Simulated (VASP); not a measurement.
Wanted: the native input for a VASP 6.6.1 run.

```
Task                   : single point
Functional             : PBE
Potentials or basis    : VASP PAW PBE potentials, release 64 (In_d, Sb)
Cutoff                 : 520 eV
k mesh                 : 6 × 6 × 2
Occupations            : gaussian, width 0.1 eV
Spin                   : no spin polarisation
Dipole correction      : no
Further INCAR settings : ALGO = Normal; EDIFF = 1e-07; NBANDS = 32
```

The structure of InSb2 lies in POSCAR:

```
InSb2
1.0
    4.6248627400      0.0000000000      0.0000000000
   -2.3124313700      4.0052486200      0.0000000000
    0.0000000000      0.0000000000      8.8961718200
In Sb
2 4
Direct
    0.0000000000      0.0000000000      0.0000000000
    0.0000000000      0.0000000000      0.5000000000
    0.3333333300      0.6666666700      0.0000000000
    0.6666666700      0.3333333300      0.0000000000
    0.0000000000      0.0000000000      0.7667985100
    0.0000000000      0.0000000000      0.2332014900
```

These files were run (other wordings do the same):

INCAR

```
PREC     = Accurate       # precision mode
ENCUT    = 520            # plane-wave cutoff, eV
EDIFF    = 1E-7           # SCF threshold, eV
ISMEAR   = 0              # smearing method
SIGMA    = 0.1            # smearing width, eV
LREAL    = False          # projectors in reciprocal space
LASPH    = True           # aspherical terms in the spheres
NELM     = 100            # most SCF steps
ALGO     = Normal         # electronic algorithm
ISIF     = 2              # what is computed and relaxed
LWAVE    = False          # write WAVECAR
LCHARG   = True           # write CHGCAR
GGA      = PE             # functional
LELF     = True           # ELF
LVHAR    = True         
NBANDS   = 32             # bands
```

KPOINTS

```
Automatic mesh
0
Gamma
  6 6 2
```

Potentials or basis: VASP PAW PBE potentials, release 64 (In_d, Sb).

The run is started by

```sh
$ cat potpaw_PBE.64/In_d/POTCAR potpaw_PBE.64/Sb/POTCAR > POTCAR
$ mpirun -np 1 vasp_std > vasp.out
```

Results of the run:

```
Pressure               : 56.3 GPa
Largest force          : 14.612 eV/Å
Band gap on the k mesh : zero (band 23 reaches 7.69 eV, above the bottom of band 24 at 7.20 eV)
```

Caveat: spin-orbit coupling is left out, which moves the levels of the heavy elements; forces of over 1 eV/Å act on the atoms, so gaps and moduli don't describe the material at rest.

Run time: 89 s on 1 thread of Intel(R) Xeon(R) Platinum 8259CL CPU @ 2.50GHz (Skylake/Cascade Lake), on a shared host, peak memory 0.31 GiB.
